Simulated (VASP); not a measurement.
# B3Pd (P-3m1) in VASP: further runs

B3Pd is run at these levels: PBE; tasks: single point.

All numbers are computed with VASP 6.6.1; they aren't measurements. Logs are shortened: lines on timing, memory, paths and dates and some standing lists are left out, and cuts for length are marked.

### 1 The cell of the first run

The structure is trigonal, space group P-3m1 (No. 164). The conventional cell has a = 2.890 Å, b = 2.890 Å, c = 4.683 Å, α = 90.00°, β = 90.00°, γ = 120.00°. Within 2.4 Å of B (site symmetry -3m) lie 6 B at 1.78 Å and 2 Pd at 2.34 Å. Within 2.4 Å of B (site symmetry 3m) lie 6 B at 1.78 to 2.09 Å and 3 Pd at 2.39 Å. Pd (site symmetry -3m) has 8 B at 2.34 to 2.39 Å and 6 Pd at 2.89 Å within 3.1 Å.

### 2 Single point, PBE

INCAR

```
PREC = Accurate
ENCUT = 500
EDIFF = 1E-6
ISMEAR = 0
SIGMA = 0.1
LREAL = F
LASPH = T
NELM = 120
ALGO = Normal
ISIF = 2
LWAVE = F
LCHARG = F
GGA = PE
NBANDS = 18
GGA_COMPAT = F
```

KPOINTS

```
Automatic mesh
0
Gamma
  6 6 4
```

POSCAR

```
B3Pd
1.0
    2.8899493926      0.0000000000      0.0000000000
   -1.4449746963      2.5027695896      0.0000000000
    0.0000000000      0.0000000000      4.6829116069
B Pd
3 1
Direct
    0.0000000000      0.0000000000      0.5000000000
    0.3333333333      0.6666666667      0.6347259789
    0.6666666667      0.3333333333      0.3652740211
    0.0000000000      0.0000000000      0.0000000000
```

Potentials or basis: VASP PAW PBE potentials, release 64 (B, Pd).

The run is started by

```bash
> cat potpaw_PBE.64/B/POTCAR potpaw_PBE.64/Pd/POTCAR > POTCAR
> mpirun -np 1 vasp_std > vasp.out
```

OUTCAR:

```text
PREC = Accurate
   ENCUT = 500
   EDIFF = 1E-6
   ISMEAR = 0
   LREAL = F
   LASPH = T
   NELM = 120
   ISIF = 2
   GGA = PE

 ion  position               nearest neighbor table
   1  0.000  0.000  0.500-   2 1.78   3 1.78   2 1.78   3 1.78   3 1.78   2 1.78   4 2.34   4 2.34

   2  0.333  0.667  0.635-   1 1.78   1 1.78   1 1.78   3 2.09   3 2.09   3 2.09   4 2.39   4 2.39
                             4 2.39
   3  0.667  0.333  0.365-   1 1.78   1 1.78   1 1.78   2 2.09   2 2.09   2 2.09   4 2.39   4 2.39
                             4 2.39
   4  0.000  0.000  0.000-   1 2.34   1 2.34   3 2.39   2 2.39   2 2.39   3 2.39   3 2.39   2 2.39

  LATTYP: Found a hexagonal cell.
 ALAT       =     2.8899493926
 C/A-ratio  =     1.6204130145

  Lattice vectors:

 A1 = (   2.8899493926,   0.0000000000,   0.0000000000)
 A2 = (  -1.4449746963,   2.5027695896,   0.0000000000)
 A3 = (   0.0000000000,   0.0000000000,   4.6829116069)

Analysis of symmetry for initial positions (statically):
=====================================================================
 Subroutine PRICEL returns:
 Original cell was already a primitive cell.

 Routine SETGRP: Setting up the symmetry group for a
 hexagonal supercell.

 Subroutine GETGRP returns: Found 12 space group operations
 (whereof 12 operations were pure point group operations)
 out of a pool of 24 trial point group operations.

The static configuration has the point symmetry D_3d.

Analysis of symmetry for dynamics (positions and initial velocities):
=====================================================================
 Subroutine PRICEL returns:
 Original cell was already a primitive cell.

 Routine SETGRP: Setting up the symmetry group for a
 hexagonal supercell.

 Subroutine GETGRP returns: Found 12 space group operations
 (whereof 12 operations were pure point group operations)
 out of a pool of 24 trial point group operations.

The dynamic configuration has the point symmetry D_3d.

 Subroutine INISYM returns: Found 12 space group operations
 (whereof 12 operations are pure point group operations),
 and found     1 'primitive' translations

----------------------------------------------------------------------------------------

[... 93 lines left out ...]
   ENCUT  =  500.0 eV  36.75 Ry    6.06 a.u.   5.27  5.27  8.54*2*pi/ulx,y,z
   NELM   =    120;   NELMIN=  2; NELMDL= -5     # of ELM steps
   EDIFF  = 0.1E-05   stopping-criterion for ELM
   LREAL  =      F    real-space projection
   EDIFFG = 0.1E-04   stopping-criterion for IOM
   NSW    =      0    number of steps for IOM
   IBRION =     -1    ionic relax: 0-MD 1-quasi-New 2-CG
   NFREE  =      0    steps in history (QN), initial steepest desc. (CG)
   ISIF   =      2    stress and relaxation
   ISYM   =      2    0-nonsym 1-usesym 2-fastsym
   POTIM  = 0.5000    time-step for ionic-motion
   TEBEG  =    0.0;   TEEND  =   0.0 temperature during run
   PSTRESS=    0.0 pullay stress
   NELECT =      19.0000    total number of electrons
   NUPDOWN=      -1.0000    fix difference up-down
   EMIN   =  10.00;   EMAX   =-10.00  energy-range for DOS
   EFERMI =   0.00;   METHOD = LEGACY
   ISMEAR =     0;   SIGMA  =   0.10  broadening in eV -4-tet -1-fermi 0-gaus
   EFERMI_NEDOS =   21; number of points for ismear=-14 and -15
   IALGO  =     38    algorithm
   IMIX   =      4    mixing-type and parameters
     AMIX     =   0.40;   BMIX     =  1.00
     AMIX_MAG =   1.60;   BMIX_MAG =  1.00
  volume/ion in A,a.u.               =       8.47        57.14
  Fermi-wavevector in a.u.,A,eV,Ry     =   1.350155  2.551423 24.802318  1.822919
  Thomas-Fermi vector in A             =   2.477683
   LORBIT       =      0    0 simple, 1 ext, 2 COOP (PROOUT), +10 PAW based schemes
   GGA     = PE    functional components
   LHFCALC =     F    Hartree Fock is set to
   AEXX    =    0.0000 exact exchange contribution
   IVDW    =     0    specifies the selected vdW correction
   LEPSILON=     F    determine dielectric tensor
   LRPA    =     F    only Hartree local field effects (RPA)
 non-spin polarized calculation
 Gauss-broadening in eV      SIGMA  =   0.10
  energy-cutoff  :      500.00
  volume of cell :       33.87
 maximum number of plane-waves:       870
 NGX is ok and might be reduce to    24
   NGX = 11   NGY = 11   NGZ = 17

 number of electron      19.0000003 magnetization

 Free energy of the ion-electron system (eV)
  ---------------------------------------------------
  ext. energy  EPLUGINS =         0.00000000
  ---------------------------------------------------
  free energy    TOTEN  =       -24.57883161 eV

  energy without entropy =      -24.56694336  energy(sigma->0) =      -24.57288749

 E-fermi :   9.5422     XC(G=0): -12.7918

 val. band max:        9.5144673003   @ k =   0.3333   0.3333   0.5000
 cond. band min:       9.5427942606   @ k =   0.1667   0.1667   0.2500
 fundamental gap:      0.0283269602
 Fermi energy:         9.5421923267

 k-point     1 :       0.0000    0.0000    0.0000
  band No.  band energies     occupation
      1      -6.4847      2.00000
      2       1.4025      2.00000
      3       2.8289      2.00000
      4       5.7274      2.00000
      5       5.7274      2.00000
      6       6.1166      2.00000
[... 481 lines left out ...]
      5       4.3871      2.00000
      6       4.3871      2.00000
[... 10 lines left out ...]
     17      20.8330      0.00000
     18      21.5279      0.00000

------------------------ aborting loop because EDIFF is reached ----------------------------------------

  FORCE on cell =-STRESS in cart. coord.  units (eV):
  Direction    XX          YY          ZZ          XY          YZ          ZX
  --------------------------------------------------------------------------------------
  -------------------------------------------------------------------------------------
  Total        0.1722552      0.1722552      0.0762805      0.0000000      0.0000000      0.0000000
  in kB        8.1480930      8.1480930      3.6082542      0.0000000      0.0000000      0.0000000
  external PRESSURE =       6.6348134 kB  Pullay stress =       0.0000000 kB

 VOLUME and BASIS-vectors are now :
 -----------------------------------------------------------------------------
  energy-cutoff  :      500.00
  volume of cell :       33.87
      direct lattice vectors                 reciprocal lattice vectors
     2.889949393  0.000000000  0.000000000     0.346026821  0.199778678  0.000000000
    -1.444974696  2.502769590  0.000000000     0.000000000  0.399557356  0.000000000
     0.000000000  0.000000000  4.682911607     0.000000000  0.000000000  0.213542361

 POSITION                                       TOTAL-FORCE (eV/Angst)
 -----------------------------------------------------------------------------------
      0.00000      0.00000      2.34146        -0.000000      0.000000      0.000000
     -0.00000      1.66851      2.97237        -0.000000     -0.000000     -0.128849
      1.44497      0.83426      1.71055         0.000000      0.000000      0.128849
      0.00000      0.00000      0.00000        -0.000000      0.000000      0.000000
 -----------------------------------------------------------------------------------
    total drift:                                0.000000      0.000000     -0.000000

  FREE ENERGIE OF THE ION-ELECTRON SYSTEM (eV)
  ---------------------------------------------------
  free  energy   TOTEN  =       -24.5788316108 eV

  energy  without entropy=      -24.5669433595  energy(sigma->0) =      -24.57288749
```

OSZICAR:

```text
N       E                     dE             d eps       ncg     rms          rms(c)
DAV:   1     0.644563947556E+02    0.64456E+02   -0.82843E+03   864   0.918E+02
DAV:   2    -0.250749415575E+02   -0.89531E+02   -0.84614E+02  1094   0.215E+02
DAV:   3    -0.275504907209E+02   -0.24755E+01   -0.24366E+01  1062   0.340E+01
DAV:   4    -0.275673971175E+02   -0.16906E-01   -0.16895E-01  1034   0.287E+00
DAV:   5    -0.275675651368E+02   -0.16802E-03   -0.16801E-03   990   0.286E-01    0.155E+01
DAV:   6    -0.273181737964E+02    0.24939E+00   -0.35550E+01  1030   0.458E+01    0.160E+01
DAV:   7    -0.247496485365E+02    0.25685E+01   -0.47838E+00  1014   0.268E+01    0.453E+00
DAV:   8    -0.245983993956E+02    0.15125E+00   -0.77721E-01  1082   0.932E+00    0.221E+00
DAV:   9    -0.245811293738E+02    0.17270E-01   -0.79489E-02  1002   0.280E+00    0.397E-01
DAV:  10    -0.245788573092E+02    0.22721E-02   -0.48783E-03  1068   0.645E-01    0.120E-01
DAV:  11    -0.245788329918E+02    0.24317E-04   -0.71154E-04  1006   0.180E-01    0.333E-02
DAV:  12    -0.245788315425E+02    0.14493E-05   -0.11321E-05   962   0.248E-02    0.189E-02
DAV:  13    -0.245788316108E+02   -0.68305E-07   -0.17679E-06   844   0.117E-02
   1 F= -.24578832E+02 E0= -.24572887E+02  d E =-.118883E-01
```

stdout:

```text
POSCAR found type information on POSCAR B Pd
 POSCAR found :  2 types and       4 ions
 scaLAPACK will be used
 LDA part: xc-table for (Slater+PW92), standard interpolation
 POSCAR, INCAR and KPOINTS ok, starting setup
 FFT: planning ... GRIDC
 FFT: planning ... GRID_SOFT
 FFT: planning ... GRID
 WAVECAR not read
 entering main loop
```

Run time: 31 s. Hardware: 1 thread of AMD EPYC 7R13, shared host; peak memory 0.13 GiB.

What came out:

```yaml
Free_energy: -24.5788 eV
Pressure: 0.7 GPa
Largest_force: 0.129 eV/Å
```

Forces in eV/Å, atoms in the order of the input:
```
B    0.000  0.000  0.000
B    0.000  0.000 -0.129
B    0.000  0.000  0.129
Pd   0.000  0.000  0.000
```

Stress tensor (GPa, compression positive):
```
0.81 0.00 0.00
0.00 0.81 0.00
0.00 0.00 0.36
```

Levels at points of the mesh, in eV from the Fermi level:
```tsv
k point	band 7	band 8	band 9	band 10	band 11	band 12
(0.00, 0.00, 0.00)	-2.84	-2.84	-0.70	-0.70	1.61	1.61
(0.50, 0.00, 0.00)	-3.56	-2.31	-1.42	-0.93	2.42	2.92
(0.00, 0.00, 0.50)	-3.19	-1.19	0.39	0.39	0.97	0.97
(0.50, 0.00, 0.50)	-4.30	-1.85	-1.41	0.21	2.58	4.08
```

Caveat: the k points lie up to 0.42 Å⁻¹ apart.

### 3 Single point, PBE

INCAR

```
  PREC = Accurate
  ENCUT = 500
  EDIFF = 1E-6
  ISMEAR = 0
  SIGMA = 0.2
  LREAL = F
  LASPH = T
  NELM = 120
  ALGO = Normal
  ISIF = 2
  LWAVE = F
  LCHARG = F
  GGA = PE
  NBANDS = 18
  GGA_COMPAT = F
```

KPOINTS

```
Automatic mesh
0
Gamma
  6 6 5
```

POSCAR is that of step 2.

Potentials or basis: VASP PAW PBE potentials, release 64 (B, Pd).

The run is started by

```bash
> cat potpaw_PBE.64/B/POTCAR potpaw_PBE.64/Pd/POTCAR > POTCAR
> mpirun -np 1 vasp_std > vasp.out
```

Wall time 35 s (1 thread of AMD EPYC 7R13, shared host); peak memory 0.13 GiB.

It converged, with:

- Free energy: -24.6287 eV
- Pressure: 0.2 GPa
- Largest force: 0.012 eV/Å

Forces on the atoms (eV/Å):
```
B    0.000  0.000  0.000
B    0.000  0.000 -0.012
B    0.000  0.000  0.012
Pd   0.000  0.000  0.000
```

Stress tensor (GPa, compression positive):
```
0.02 0.00 0.00
0.00 0.02 0.00
0.00 0.00 0.44
```

Levels at points of the mesh, in eV from the Fermi level:
```
           k point  band 7  band 8  band 9  band 10  band 11  band 12  band 13  band 14
(0.00, 0.00, 0.00)   -2.88   -2.88   -0.74    -0.74     1.58     1.58     5.99     9.18
(0.50, 0.00, 0.00)   -3.60   -2.35   -1.46    -0.96     2.38     2.88     5.84     6.26
```

Caveat: the k points lie up to 0.42 Å⁻¹ apart.
